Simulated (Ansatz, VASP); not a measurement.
NaI: VASP beside Ansatz

```
CELL_PARAMETERS angstrom
0.00000 3.23640 3.20404
3.23640 0.00000 3.20404
3.23640 3.23640 0.00000
ATOMIC_POSITIONS crystal
Na 0.00000 0.00000 0.00000
I 0.50000 0.50000 0.50000
```

Change from the starting cell: zz strain of -1 %.

Alike in both runs: task single point; functional LDA; k mesh 8 × 8 × 8; occupations fermi-dirac, width 0.02 eV; no spin polarisation.

|  | VASP | Ansatz |
| --- | --- | --- |
| version | VASP 6.6.1 | Ansatz 0.2.0 |
| potentials or method | VASP PAW LDA potentials, release 64 (Na_pv, I), cutoff 520 eV | all-electron LAPW, scalar-relativistic |

VASP gave:

- gap on the k mesh at the Fermi level (eV): 3.37
- pressure (GPa): -1.5
- traceless stress, the component that is largest in VASP (GPa): 0.14

Problem. What did Ansatz give for the same quantities?

Solution. gap on the k mesh at the Fermi level (eV): 3.35; pressure (GPa): -1.5; traceless stress, the component that is largest in VASP (GPa): 0.14.

LDA's correlation is that of Perdew and Zunger in VASP and of Perdew and Wang (1992) in Ansatz. Ansatz ran all-electron here, and VASP with PAW potentials.

Spin-orbit coupling is off throughout.
